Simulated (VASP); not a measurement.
# Ti (P6_3/mmc) in VASP: a series of runs

The runs below take Ti through single point, with r2SCAN.

All numbers are computed with VASP 6.6.1; they aren't measurements. Logs are shortened: lines on timing, memory, paths and dates and some standing lists are left out, and cuts for length are marked.

### 1 The cell of the first run

It takes space group P6_3/mmc (No. 194, hexagonal). The conventional cell has a = 2.994 Å, b = 2.994 Å, c = 4.756 Å, α = 90.00°, β = 90.00°, γ = 120.00°. Ti (site symmetry -6m2) has 12 Ti at 2.94 to 2.99 Å within 3.9 Å.

### 2 Single point, r2SCAN (strain +0.015 along x and y, +0.015 along z)

Contents of POSCAR:

```
Ti
1.0
    2.9942478283      0.0000000000      0.0000000000
   -1.4971239141      2.5930946845      0.0000000000
    0.0000000000      0.0000000000      4.7562900000
Ti
2
Direct
    0.3333333333      0.6666666667      0.2500000000
    0.6666666667      0.3333333333      0.7500000000
```

Contents of INCAR.step1:

```
PREC = Accurate
ENCUT = 520
ISMEAR = 0
SIGMA = 0.15
LREAL = F
LASPH = T
NELM = 100
NBANDS = 19
GGA = PE
ALGO = Normal
EDIFF = 1E-4
LWAVE = T
LCHARG = F
```

Contents of INCAR.step2:

```
PREC = Accurate
ENCUT = 520
EDIFF = 1E-6
ISMEAR = 0
SIGMA = 0.15
LREAL = F
LASPH = T
NELM = 100
ALGO = Normal
ISIF = 2
LWAVE = F
LCHARG = F
METAGGA = R2SCAN
LMIXTAU = T
NBANDS = 19
ISTART = 1
```

Contents of KPOINTS:

```
regular mesh
0
Gamma
  18 18 10
```

Potentials or basis: VASP PAW PBE potentials, release 64 (Ti_sv).

Started as:

```bash
$ cat potpaw_PBE.64/Ti_sv/POTCAR > POTCAR
$ cp INCAR.step1 INCAR
$ mpirun -np 1 vasp_std > vasp.out
$ cp INCAR.step2 INCAR
$ mpirun -np 1 vasp_std > vasp.out
```

OUTCAR:

```text
PREC = Accurate
   ENCUT = 520
   EDIFF = 1E-6
   ISMEAR = 0
   LREAL = F
   LASPH = T
   NELM = 100
   ISIF = 2
   METAGGA = R2SCAN
   ISTART = 1

 ion  position               nearest neighbor table
   1  0.333  0.667  0.250-
   2  0.667  0.333  0.750-

  LATTYP: Found a hexagonal cell.
 ALAT       =     2.9942478283
 C/A-ratio  =     1.5884757284

  Lattice vectors:

 A1 = (   2.9942478283,   0.0000000000,   0.0000000000)
 A2 = (  -1.4971239141,   2.5930946845,   0.0000000000)
 A3 = (   0.0000000000,   0.0000000000,   4.7562900000)

Analysis of symmetry for initial positions (statically):
=====================================================================
 Subroutine PRICEL returns:
 Original cell was already a primitive cell.

 Routine SETGRP: Setting up the symmetry group for a
 hexagonal supercell.

 Subroutine GETGRP returns: Found 24 space group operations
 (whereof 12 operations were pure point group operations)
 out of a pool of 24 trial point group operations.

The static configuration has the point symmetry D_3d.
 The point group associated with its full space group is D_6h.

Analysis of symmetry for dynamics (positions and initial velocities):
=====================================================================
 Subroutine PRICEL returns:
 Original cell was already a primitive cell.

 Routine SETGRP: Setting up the symmetry group for a
 hexagonal supercell.

 Subroutine GETGRP returns: Found 24 space group operations
 (whereof 12 operations were pure point group operations)
 out of a pool of 24 trial point group operations.

The dynamic configuration has the point symmetry D_3d.
 The point group associated with its full space group is D_6h.

 Subroutine INISYM returns: Found 24 space group operations
 (whereof 12 operations are pure point group operations),
 and found     1 'primitive' translations

----------------------------------------------------------------------------------------

                                     Primitive cell

  volume of cell :      36.9296

  direct lattice vectors                    reciprocal lattice vectors
     2.994247828  0.000000000  0.000000000     0.333973691  0.192819801  0.000000000
    -1.497123914  2.593094685  0.000000000     0.000000000  0.385639601  0.000000000
     0.000000000  0.000000000  4.756290000     0.000000000  0.000000000  0.210247903

  length of vectors
     2.994247828  2.994247828  4.756290000     0.385639601  0.385639601  0.210247903

  position of ions in fractional coordinates (direct lattice)
     0.333333333  0.666666667  0.250000000
     0.666666667  0.333333333  0.750000000

  ion indices of the primitive-cell ions
   primitive index   ion index
                 1           1
                 2           2

----------------------------------------------------------------------------------------

 KPOINTS: regular mesh

Automatic generation of k-mesh.
 Grid dimensions read from file:
 generate k-points for:   18   18   10

 Generating k-lattice:

  Cartesian coordinates                     Fractional coordinates (reciprocal lattice)
     0.018554094  0.010712211  0.000000000     0.055555556 -0.000000000  0.000000000
     0.000000000  0.021424422  0.000000000     0.000000000  0.055555556  0.000000000
     0.000000000  0.000000000  0.021024790     0.000000000  0.000000000  0.100000000

  Length of vectors
     0.021424422  0.021424422  0.021024790

  Shift w.r.t. Gamma in fractional coordinates (k-lattice)
     0.000000000  0.000000000  0.000000000

 Subroutine IBZKPT returns following result:
 ===========================================

 Found    222 irreducible k-points:

 Following reciprocal coordinates:
            Coordinates               Weight
  0.000000  0.000000  0.000000      1.000000
  0.055556 -0.000000  0.000000      6.000000
  0.111111 -0.000000  0.000000      6.000000
  0.166667  0.000000  0.000000      6.000000
  0.222222  0.000000  0.000000      6.000000
  0.277778 -0.000000  0.000000      6.000000
[... 16 lines left out ...]
  0.333333  0.111111  0.000000     12.000000
  0.388889  0.111111  0.000000     12.000000
 [... further k-points ...]
   k-points           NKPTS =    222   k-points in BZ     NKDIM =    222   number of bands    NBANDS=     19
   number of dos      NEDOS =    301   number of ions     NIONS =      2
   total plane-waves  NPLWV =  20736
   dimension x,y,z NGX =    24 NGY =   24 NGZ =   36
   dimension x,y,z NGXF=    48 NGYF=   48 NGZF=   72
   ions per type =               2
   NGX,Y,Z   is equivalent  to a cutoff of  13.33, 13.33, 12.58 a.u.
   NGXF,Y,Z  is equivalent  to a cutoff of  26.65, 26.65, 25.17 a.u.
 SYSTEM =  unknown system
   PREC   = accura    normal or accurate (medium, high low for compatibility)
   ISTART =      1    job   : 0-new  1-cont  2-samecut
   ICHARG =      0    charge: 1-file 2-atom 10-const
   ISPIN  =      1    spin polarized calculation?
   LNONCOLLINEAR =      F non collinear calculations
   LSORBIT =      F    spin-orbit coupling
   LASPH  =      T    aspherical Exc in radial PAW
   ENCUT  =  520.0 eV  38.22 Ry    6.18 a.u.   5.57  5.57  8.84*2*pi/ulx,y,z
   NELM   =    100;   NELMIN=  2; NELMDL=  0     # of ELM steps
   EDIFF  = 0.1E-05   stopping-criterion for ELM
   LREAL  =      F    real-space projection
   EDIFFG = 0.1E-04   stopping-criterion for IOM
   NSW    =      0    number of steps for IOM
   IBRION =     -1    ionic relax: 0-MD 1-quasi-New 2-CG
   NFREE  =      0    steps in history (QN), initial steepest desc. (CG)
   ISIF   =      2    stress and relaxation
   ISYM   =      2    0-nonsym 1-usesym 2-fastsym
   POTIM  = 0.5000    time-step for ionic-motion
   TEBEG  =    0.0;   TEEND  =   0.0 temperature during run
   PSTRESS=    0.0 pullay stress
   NELECT =      24.0000    total number of electrons
   NUPDOWN=      -1.0000    fix difference up-down
   EMIN   =  10.00;   EMAX   =-10.00  energy-range for DOS
   EFERMI =   0.00;   METHOD = LEGACY
   ISMEAR =     0;   SIGMA  =   0.15  broadening in eV -4-tet -1-fermi 0-gaus
   EFERMI_NEDOS =   21; number of points for ismear=-14 and -15
   IALGO  =     38    algorithm
   IMIX   =      4    mixing-type and parameters
     AMIX     =   0.40;   BMIX     =  1.00
     AMIX_MAG =   1.60;   BMIX_MAG =  1.00
  volume/ion in A,a.u.               =      18.46       124.61
  Fermi-wavevector in a.u.,A,eV,Ry     =   1.418035  2.679698 27.358930  2.010825
  Thomas-Fermi vector in A             =   2.539203
   LORBIT       =      0    0 simple, 1 ext, 2 COOP (PROOUT), +10 PAW based schemes
   METAGGA = R2SCAN    functional components
   LHFCALC =     F    Hartree Fock is set to
   AEXX    =    0.0000 exact exchange contribution
   IVDW    =     0    specifies the selected vdW correction
   LEPSILON=     F    determine dielectric tensor
   LRPA    =     F    only Hartree local field effects (RPA)
 non-spin polarized calculation
 Gauss-broadening in eV      SIGMA  =   0.15
  energy-cutoff  :      520.00
  volume of cell :       36.93
 maximum number of plane-waves:      1020
 NGX is ok and might be reduce to    24
   NGX = 11   NGY = 11   NGZ = 17

 number of electron      23.9999997 magnetization

 Free energy of the ion-electron system (eV)
  ---------------------------------------------------
  ext. energy  EPLUGINS =         0.00000000
  ---------------------------------------------------
  free energy    TOTEN  =       -25.86563906 eV

  energy without entropy =      -25.84468057  energy(sigma->0) =      -25.85515982

 E-fermi :   7.7587     XC(G=0): -12.0866

 val. band max:        7.7581215514   @ k =   0.1667   0.0556   0.3000
 cond. band min:       7.7638391264   @ k =   0.2222   0.2222   0.5000
 fundamental gap:      0.0057175751
 Fermi energy:         7.7587150174

 k-point     1 :       0.0000    0.0000    0.0000
  band No.  band energies     occupation
      1     -51.5977      2.00000
      2     -51.4871      2.00000
      3     -27.0861      2.00000
      4     -26.5345      2.00000
      5     -26.5345      2.00000
      6     -26.4861      2.00000
[... 11 lines left out ...]
     18       9.4821      0.00000
     19      10.9046      0.00000

 k-point     2 :       0.0556   -0.0000    0.0000
  band No.  band energies     occupation
      1     -51.5952      2.00000
      2     -51.4861      2.00000
      3     -27.0802      2.00000
      4     -26.5465      2.00000
      5     -26.5385      2.00000
      6     -26.4885      2.00000
[... 11 lines left out ...]
     18       9.4342      0.00000
     19      10.9299      0.00000

 k-point     3 :       0.1111   -0.0000    0.0000
  band No.  band energies     occupation
      1     -51.5879      2.00000
      2     -51.4833      2.00000
      3     -27.0632      2.00000
      4     -26.5811      2.00000
      5     -26.5499      2.00000
      6     -26.4987      2.00000
[... 11 lines left out ...]
     18       9.3063      0.00000
     19      10.9930      0.00000

 k-point     4 :       0.1667    0.0000    0.0000
  band No.  band energies     occupation
      1     -51.5765      2.00000
      2     -51.4791      2.00000
      3     -27.0359      2.00000
      4     -26.6345      2.00000
      5     -26.5669      2.00000
      6     -26.5524      2.00000
[... 11 lines left out ...]
     18       9.5160      0.00000
     19      11.0697      0.00000

 k-point     5 :       0.2222    0.0000    0.0000
  band No.  band energies     occupation
      1     -51.5621      2.00000
      2     -51.4743      2.00000
      3     -27.0003      2.00000
      4     -26.7004      2.00000
      5     -26.6168      2.00000
      6     -26.5871      2.00000
[... 11 lines left out ...]
     18       9.8295      0.00000
     19      11.1417      0.00000
[... 334 lines left out ...]
      2     -51.4687      2.00000
      3     -26.9452      2.00000
      4     -26.7684      2.00000
      5     -26.7171      2.00000
      6     -26.6063      2.00000
[... 11 lines left out ...]
     18      10.4940      0.00000
     19      11.1501      0.00000

 k-point    22 :       0.2778    0.1111    0.0000
  band No.  band energies     occupation
      1     -51.5256      2.00000
      2     -51.4659      2.00000
      3     -26.9020      2.00000
      4     -26.8306      2.00000
      5     -26.7598      2.00000
      6     -26.6365      2.00000
[... 11 lines left out ...]
     18      10.9310      0.00000
     19      11.1778      0.00000

 k-point    23 :       0.3333    0.1111    0.0000
  band No.  band energies     occupation
      1     -51.5118      2.00000
      2     -51.4649      2.00000
      3     -26.8815      2.00000
      4     -26.8600      2.00000
      5     -26.7940      2.00000
      6     -26.6609      2.00000
[... 11 lines left out ...]
     18      11.1962      0.00000
     19      11.3789      0.00000

 k-point    24 :       0.3889    0.1111    0.0000
  band No.  band energies     occupation
      1     -51.5016      2.00000
      2     -51.4655      2.00000
      3     -26.9146      2.00000
      4     -26.8262      2.00000
      5     -26.8164      2.00000
      6     -26.6766      2.00000
[... 11 lines left out ...]
     18      11.2062      0.00000
     19      11.8247      0.00000

 [... further k-points ...]

------------------------ aborting loop because EDIFF is reached ----------------------------------------

  FORCE on cell =-STRESS in cart. coord.  units (eV):
  Direction    XX          YY          ZZ          XY          YZ          ZX
  --------------------------------------------------------------------------------------
  -------------------------------------------------------------------------------------
  Total       -1.4481612     -1.4481612     -1.5662319     -0.0000000     -0.0000000     -0.0000000
  in kB      -62.8279717    -62.8279717    -67.9504285     -0.0000000     -0.0000000     -0.0000000
  external PRESSURE =     -64.5354573 kB  Pullay stress =       0.0000000 kB

 VOLUME and BASIS-vectors are now :
 -----------------------------------------------------------------------------
  energy-cutoff  :      520.00
  volume of cell :       36.93
      direct lattice vectors                 reciprocal lattice vectors
     2.994247828  0.000000000  0.000000000     0.333973691  0.192819801  0.000000000
    -1.497123914  2.593094685  0.000000000     0.000000000  0.385639601  0.000000000
     0.000000000  0.000000000  4.756290000     0.000000000  0.000000000  0.210247903

 POSITION                                       TOTAL-FORCE (eV/Angst)
 -----------------------------------------------------------------------------------
     -0.00000      1.72873      1.18907         0.000000     -0.000000      0.000000
      1.49712      0.86436      3.56722        -0.000000      0.000000      0.000000
 -----------------------------------------------------------------------------------
    total drift:                               -0.000000      0.000000     -0.000000

  FREE ENERGIE OF THE ION-ELECTRON SYSTEM (eV)
  ---------------------------------------------------
  free  energy   TOTEN  =       -25.8656390641 eV

  energy  without entropy=      -25.8446805733  energy(sigma->0) =      -25.85515982
```

Wall time 2.8 min (1 thread of Intel Xeon 6975P-C (Granite Rapids), shared host); peak memory 0.25 GiB.

Results:

```
Free energy            : -25.8656 eV
Pressure               : -6.5 GPa
Band gap on the k mesh : zero (bands 12 and 13 overlap by 1.21 eV)
```

Caveat: the cell differs from its parent crystal (strain +0.015 along x and y, +0.015 along z); the cell stands under tension; the PAW data sets were made with another functional, which shifts forces and pressure a little.

(Part 1 of 2 ends here.)
